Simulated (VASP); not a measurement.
Runs of VASP 6.6.1 on CdS3. The structure is that of space group Pm-3m (No. 221), or close to it. The cells are those of the table. 

| task | cell | k mesh | cutoff (eV) | gap on the mesh (eV) | pressure (GPa) | relaxed volume (Å³/atom) |
| --- | --- | --- | --- | --- | --- | --- |
| relaxation of cell and atoms | relaxed from a = 4.214 Å, 4 atoms | 12 × 12 × 12 | 600 | none | 0.0 | 18.58 |
| relaxation of cell and atoms | relaxed from a = 4.397 Å, 4 atoms | 4 × 4 × 4 | 600 | none | -0.1 | (b) |
| single point | a = 4.214 Å, 4 atoms | 4 × 4 × 4 | 520 | none | -0.2 | - |
| single point | a = 4.201 Å, 4 atoms | 12 × 12 × 12 | 520 | none | (a) | - |
| single point | a = 4.397 Å, 4 atoms | 4 × 4 × 4 | 520 | none | -6.5 | - |

Alike in all rows: level PBE; potentials or basis VASP PAW PBE potentials, release 64 (Cd, S); no spin polarisation; smearing gaussian 0.1 eV.

Q: Fill in the values left out.

A: (a) 0.2; (b) 18.69.

Caveats: some runs use coarse meshes; the cell stands under tension (at least some runs).

A k mesh can miss the band edges, and the runs leave out spin-orbit coupling on Cd.

A gap of «none» marks levels without a gap at the run's occupations.
